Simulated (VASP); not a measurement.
# Zn5Se2S3 (I-4m2) in VASP: single point with PBE

Aim: the single point of Zn5Se2S3 with PBE.

Program: VASP 6.6.1. These are calculated values, not measurements. Logs are shortened: lines on timing, memory, paths and dates and some standing lists are left out, and cuts for length are marked.

## (1) The cell of the first run

It takes space group I-4m2 (No. 119, tetragonal). The conventional cell has a = 3.932 Å, b = 3.932 Å, c = 27.775 Å, α = 90.00°, β = 90.00°, γ = 90.00°. Within 3.1 Å of Zn (site symmetry 2mm) lie 4 S at 2.37 Å. Zn (site symmetry 2mm) has 2 S at 2.37 Å and 2 Se at 2.46 Å within 3.1 Å. Within 3.2 Å of Zn (site symmetry -4m2) lie 4 Se at 2.46 Å. Se (site symmetry 2mm) has 4 Zn at 2.46 Å within 3.2 Å. Within 3.1 Å of S (site symmetry -4m2) lie 4 Zn at 2.37 Å. S (site symmetry 2mm) has 4 Zn at 2.37 Å within 3.1 Å.

## (2) Single point, PBE

File INCAR:

```
SYSTEM = Zn5Se2S3
ALGO     = Normal         ! electronic algorithm
EDIFF    = 1E-6           ! SCF threshold, eV
ENCUT    = 520            ! plane-wave cutoff, eV
GGA      = PE             ! functional
ISIF     = 2              ! what is computed and relaxed
ISMEAR   = 0              ! smearing method
LASPH    = .TRUE.         ! aspherical terms in the spheres
LCHARG   = .FALSE.        ! write CHGCAR
LREAL    = .FALSE.        ! projectors in reciprocal space
LWAVE    = .FALSE.        ! write WAVECAR
NBANDS   = 56             ! bands
NELM     = 60             ! most SCF steps
PREC     = Accurate       ! precision mode
SIGMA    = 0.1            ! smearing width, eV
```

File KPOINTS:

```
k-points
0
G
  4 4 4
  0 0 0
```

File POSCAR:

```
Zn5Se2S3
1.0
    0.0000000000     -3.9319461746      0.0000000000
    3.9319461746      0.0000000000      0.0000000000
   -1.9659730873      1.9659730873     13.8875554844
Zn Se S
5 2 3
Direct
    0.7022378787      0.7022378787      0.4044757573
    0.2977621213      0.2977621213      0.5955242427
    0.8934763907      0.8934763907      0.7869527814
    0.5000000000      0.5000000000      0.0000000000
    0.1065236093      0.1065236093      0.2130472186
    0.4467792615      0.9467792615      0.8935585229
    0.0532207385      0.5532207385      0.1064414771
    0.2500000000      0.7500000000      0.5000000000
    0.8456196034      0.3456196034      0.6912392068
    0.6543803966      0.1543803966      0.3087607932
```

Potentials or basis: VASP PAW PBE potentials, release 64 (Zn, Se, S).

The run is started by

```
$ cat potpaw_PBE.64/Zn/POTCAR potpaw_PBE.64/Se/POTCAR potpaw_PBE.64/S/POTCAR > POTCAR
$ mpirun -np 1 vasp_std > vasp.out
```

OUTCAR:

```text
SYSTEM = Zn5Se2S3
   EDIFF = 1E-6
   ENCUT = 520
   GGA = PE
   ISIF = 2
   ISMEAR = 0
   LASPH = .TRUE.
   LREAL = .FALSE.
   NELM = 60
   PREC = Accurate

 ion  position               nearest neighbor table
   1  0.702  0.702  0.404-   8 2.37   8 2.37  10 2.37  10 2.37
   2  0.298  0.298  0.596-   8 2.37   8 2.37   9 2.37   9 2.37
   3  0.893  0.893  0.787-   9 2.37   9 2.37   6 2.46   6 2.46
   4  0.500  0.500  0.000-   7 2.46   6 2.46   7 2.46   6 2.46
   5  0.107  0.107  0.213-  10 2.37  10 2.37   7 2.46   7 2.46
   6  0.447  0.947  0.894-   4 2.46   4 2.46   3 2.46   3 2.46
   7  0.053  0.553  0.106-   4 2.46   4 2.46   5 2.46   5 2.46
   8  0.250  0.750  0.500-   2 2.37   1 2.37   2 2.37   1 2.37
   9  0.846  0.346  0.691-   3 2.37   3 2.37   2 2.37   2 2.37
  10  0.654  0.154  0.309-   5 2.37   5 2.37   1 2.37   1 2.37

  LATTYP: Found a body centered tetragonal cell.
 ALAT       =     3.9319461746
 C/A-ratio  =     7.0639601193

  Lattice vectors:

 A1 = (  -1.9659730873,  -1.9659730873, -13.8875554844)
 A2 = (   1.9659730873,   1.9659730873, -13.8875554844)
 A3 = (   1.9659730873,  -1.9659730873,  13.8875554844)

Analysis of symmetry for initial positions (statically):
=====================================================================
 Subroutine PRICEL returns:
 Original cell was already a primitive cell.

 Routine SETGRP: Setting up the symmetry group for a
 body centered tetragonal supercell.

 Subroutine GETGRP returns: Found  8 space group operations
 (whereof  8 operations were pure point group operations)
 out of a pool of 16 trial point group operations.

The static configuration has the point symmetry D_2d.

Analysis of symmetry for dynamics (positions and initial velocities):
=====================================================================
 Subroutine PRICEL returns:
 Original cell was already a primitive cell.

 Routine SETGRP: Setting up the symmetry group for a
 body centered tetragonal supercell.

 Subroutine GETGRP returns: Found  8 space group operations
 (whereof  8 operations were pure point group operations)
 out of a pool of 16 trial point group operations.

The dynamic configuration has the point symmetry D_2d.

 Subroutine INISYM returns: Found  8 space group operations
 (whereof  8 operations are pure point group operations),
 and found     1 'primitive' translations

----------------------------------------------------------------------------------------

                                     Primitive cell

  volume of cell :     214.7044

  direct lattice vectors                    reciprocal lattice vectors
     0.000000000 -3.931946175  0.000000000     0.000000000 -0.254326981  0.036003457
     3.931946175  0.000000000  0.000000000     0.254326981  0.000000000  0.036003457
    -1.965973087  1.965973087 13.887555484     0.000000000  0.000000000  0.072006913

  length of vectors
     3.931946175  3.931946175 14.163131634     0.256862730  0.256862730  0.072006913

  position of ions in fractional coordinates (direct lattice)
     0.702237879  0.702237879  0.404475757
     0.297762121  0.297762121  0.595524243
     0.893476391  0.893476391  0.786952781
     0.500000000  0.500000000  0.000000000
     0.106523609  0.106523609  0.213047219
     0.446779261  0.946779261  0.893558523
     0.053220739  0.553220739  0.106441477
     0.250000000  0.750000000  0.500000000
     0.845619603  0.345619603  0.691239207
     0.654380397  0.154380397  0.308760793

  ion indices of the primitive-cell ions
   primitive index   ion index
                 1           1
                 2           2
                 3           3
                 4           4
                 5           5
                 6           6
                 7           7
                 8           8
                 9           9
                10          10

----------------------------------------------------------------------------------------

 KPOINTS: k-points

Automatic generation of k-mesh.
 Grid dimensions read from file:
 generate k-points for:    4    4    4

 Generating k-lattice:

  Cartesian coordinates                     Fractional coordinates (reciprocal lattice)
     0.000000000 -0.063581745  0.009000864     0.250000000  0.000000000 -0.000000000
     0.063581745  0.000000000  0.009000864     0.000000000  0.250000000 -0.000000000
     0.000000000  0.000000000  0.018001728     0.000000000  0.000000000  0.250000000

  Length of vectors
     0.064215683  0.064215683  0.018001728

  Shift w.r.t. Gamma in fractional coordinates (k-lattice)
     0.000000000  0.000000000  0.000000000

 Subroutine IBZKPT returns following result:
 ===========================================

 Found     13 irreducible k-points:

 Following reciprocal coordinates:
            Coordinates               Weight
  0.000000  0.000000  0.000000      1.000000
  0.250000  0.000000  0.000000      8.000000
  0.500000  0.000000  0.000000      4.000000
  0.250000  0.250000  0.000000      8.000000
  0.500000  0.250000  0.000000     16.000000
 -0.250000  0.250000  0.000000      4.000000
  0.500000  0.500000  0.000000      2.000000
  0.000000  0.000000  0.250000      2.000000
  0.250000  0.000000  0.250000      8.000000
  0.500000  0.000000  0.250000      4.000000
  0.250000  0.250000  0.250000      4.000000
  0.500000  0.500000  0.250000      2.000000
  0.000000  0.000000  0.500000      1.000000
   k-points           NKPTS =     13   k-points in BZ     NKDIM =     13   number of bands    NBANDS=     56
   number of dos      NEDOS =    301   number of ions     NIONS =     10
   total plane-waves  NPLWV =  97200
   dimension x,y,z NGX =    30 NGY =   30 NGZ =  108
   dimension x,y,z NGXF=    60 NGYF=   60 NGZF=  216
   ions per type =               5   2   3
   NGX,Y,Z   is equivalent  to a cutoff of  12.68, 12.68, 12.68 a.u.
   NGXF,Y,Z  is equivalent  to a cutoff of  25.37, 25.37, 25.35 a.u.
 SYSTEM =  Zn5Se2S3
   PREC   = accura    normal or accurate (medium, high low for compatibility)
   ISTART =      0    job   : 0-new  1-cont  2-samecut
   ICHARG =      2    charge: 1-file 2-atom 10-const
   ISPIN  =      1    spin polarized calculation?
   LNONCOLLINEAR =      F non collinear calculations
   LSORBIT =      F    spin-orbit coupling
   LASPH  =      T    aspherical Exc in radial PAW
   ENCUT  =  520.0 eV  38.22 Ry    6.18 a.u.   7.31  7.31 26.33*2*pi/ulx,y,z
   NELM   =     60;   NELMIN=  2; NELMDL= -5     # of ELM steps
   EDIFF  = 0.1E-05   stopping-criterion for ELM
   LREAL  =      F    real-space projection
   EDIFFG = 0.1E-04   stopping-criterion for IOM
   NSW    =      0    number of steps for IOM
   IBRION =     -1    ionic relax: 0-MD 1-quasi-New 2-CG
   NFREE  =      0    steps in history (QN), initial steepest desc. (CG)
   ISIF   =      2    stress and relaxation
   ISYM   =      2    0-nonsym 1-usesym 2-fastsym
   POTIM  = 0.5000    time-step for ionic-motion
   TEBEG  =    0.0;   TEEND  =   0.0 temperature during run
   PSTRESS=    0.0 pullay stress
   NELECT =      90.0000    total number of electrons
   NUPDOWN=      -1.0000    fix difference up-down
   EMIN   =  10.00;   EMAX   =-10.00  energy-range for DOS
   EFERMI =   0.00;   METHOD = LEGACY
   ISMEAR =     0;   SIGMA  =   0.10  broadening in eV -4-tet -1-fermi 0-gaus
   EFERMI_NEDOS =   21; number of points for ismear=-14 and -15
   IALGO  =     38    algorithm
   IMIX   =      4    mixing-type and parameters
     AMIX     =   0.40;   BMIX     =  1.00
     AMIX_MAG =   1.60;   BMIX_MAG =  1.00
  volume/ion in A,a.u.               =      21.47       144.89
  Fermi-wavevector in a.u.,A,eV,Ry     =   1.225205  2.315301 20.424070  1.501127
  Thomas-Fermi vector in A             =   2.360251
   LORBIT       =      0    0 simple, 1 ext, 2 COOP (PROOUT), +10 PAW based schemes
   GGA     = PE    functional components
   LHFCALC =     F    Hartree Fock is set to
   AEXX    =    0.0000 exact exchange contribution
   IVDW    =     0    specifies the selected vdW correction
   LEPSILON=     F    determine dielectric tensor
   LRPA    =     F    only Hartree local field effects (RPA)
 non-spin polarized calculation
 Gauss-broadening in eV      SIGMA  =   0.10
  energy-cutoff  :      520.00
  volume of cell :      214.70
 maximum number of plane-waves:      5848
 NGX is ok and might be reduce to    30
   NGX = 15   NGY = 15   NGZ = 53

 number of electron      89.9999971 magnetization

 Free energy of the ion-electron system (eV)
  ---------------------------------------------------
  ext. energy  EPLUGINS =         0.00000000
  ---------------------------------------------------
  free energy    TOTEN  =       -32.45067543 eV

  energy without entropy =      -32.45067543  energy(sigma->0) =      -32.45067543

 E-fermi :   2.2123     XC(G=0):  -9.3800

 val. band max:        1.7788941751   @ k =   0.0000   0.0000   0.0000
 cond. band min:       3.3087317710   @ k =   0.0000   0.0000   0.0000
 fundamental gap:      1.5298375959
 Fermi energy:         2.2122683633

 k-point     1 :       0.0000    0.0000    0.0000
  band No.  band energies     occupation
      1     -11.3483      2.00000
      2     -11.0058      2.00000
      3     -10.9841      2.00000
      4     -10.3716      2.00000
      5     -10.3458      2.00000
      6      -4.7326      2.00000
[... 48 lines left out ...]
     55       7.8421      0.00000
     56       7.8480      0.00000

 k-point     2 :       0.2500    0.0000    0.0000
  band No.  band energies     occupation
      1     -11.0788      2.00000
      2     -10.8582      2.00000
      3     -10.7398      2.00000
      4     -10.3835      2.00000
      5     -10.3042      2.00000
      6      -4.6800      2.00000
[... 48 lines left out ...]
     55       8.2351      0.00000
     56       8.2601      0.00000
[... 588 lines left out ...]
     55       7.3683      0.00000
     56       9.1067      0.00000

 k-point    13 :       0.0000    0.0000    0.5000
  band No.  band energies     occupation
      1     -11.2922      2.00000
      2     -11.2087      2.00000
      3     -10.6610      2.00000
      4     -10.6584      2.00000
      5     -10.2352      2.00000
      6      -4.7329      2.00000
[... 48 lines left out ...]
     55       7.3746      0.00000
     56       8.2091      0.00000

------------------------ aborting loop because EDIFF is reached ----------------------------------------

  FORCE on cell =-STRESS in cart. coord.  units (eV):
  Direction    XX          YY          ZZ          XY          YZ          ZX
  --------------------------------------------------------------------------------------
  -------------------------------------------------------------------------------------
  Total        0.5175234      0.5175234      0.0626065      0.0000000     -0.0000000      0.0000000
  in kB        3.8618878      3.8618878      0.4671853      0.0000000     -0.0000000      0.0000000
  external PRESSURE =       2.7303203 kB  Pullay stress =       0.0000000 kB

 VOLUME and BASIS-vectors are now :
 -----------------------------------------------------------------------------
  energy-cutoff  :      520.00
  volume of cell :      214.70
      direct lattice vectors                 reciprocal lattice vectors
     0.000000000 -3.931946175  0.000000000     0.000000000 -0.254326981  0.036003457
     3.931946175  0.000000000  0.000000000     0.254326981  0.000000000  0.036003457
    -1.965973087  1.965973087 13.887555484     0.000000000  0.000000000  0.072006913

 POSITION                                       TOTAL-FORCE (eV/Angst)
 -----------------------------------------------------------------------------------
      1.96597     -1.96597      5.61718         0.000000      0.000000     -0.000680
     -0.00000      0.00000      8.27038         0.000000      0.000000      0.000680
      1.96597     -1.96597     10.92885         0.000000     -0.000000     -0.000848
      1.96597     -1.96597      0.00000         0.000000      0.000000      0.000000
     -0.00000      0.00000      2.95871        -0.000000     -0.000000      0.000848
      1.96597     -0.00000     12.40934        -0.000000      0.000000     -0.003970
      1.96597      0.00000      1.47821         0.000000     -0.000000      0.003970
      1.96597      0.00000      6.94378         0.000000      0.000000      0.000000
      0.00000     -1.96597      9.59962         0.000000      0.000000     -0.002900
     -0.00000     -1.96597      4.28793         0.000000      0.000000      0.002900
 -----------------------------------------------------------------------------------
    total drift:                               -0.000010     -0.000010      0.000000

  FREE ENERGIE OF THE ION-ELECTRON SYSTEM (eV)
  ---------------------------------------------------
  free  energy   TOTEN  =       -32.4506754331 eV

  energy  without entropy=      -32.4506754331  energy(sigma->0) =      -32.45067543
```

Wall time 4.6 min (1 thread of Intel Xeon Platinum 8259CL at 2.50GHz (Skylake/Cascade Lake), shared host); peak memory 0.36 GiB.

Results:

* Free energy: -32.4507 eV
* Pressure: 0.3 GPa
* Largest force: 0.004 eV/Å
* Band gap on the k mesh: 1.53 eV

Forces on the atoms (eV/Å):
```
Zn   0.000  0.000 -0.001
Zn   0.000  0.000  0.001
Zn   0.000  0.000 -0.001
Zn   0.000  0.000  0.000
Zn   0.000  0.000  0.001
Se   0.000  0.000 -0.004
Se   0.000  0.000  0.004
S    0.000  0.000  0.000
S    0.000  0.000 -0.003
S    0.000  0.000  0.003
```

A k mesh can miss the band edges.
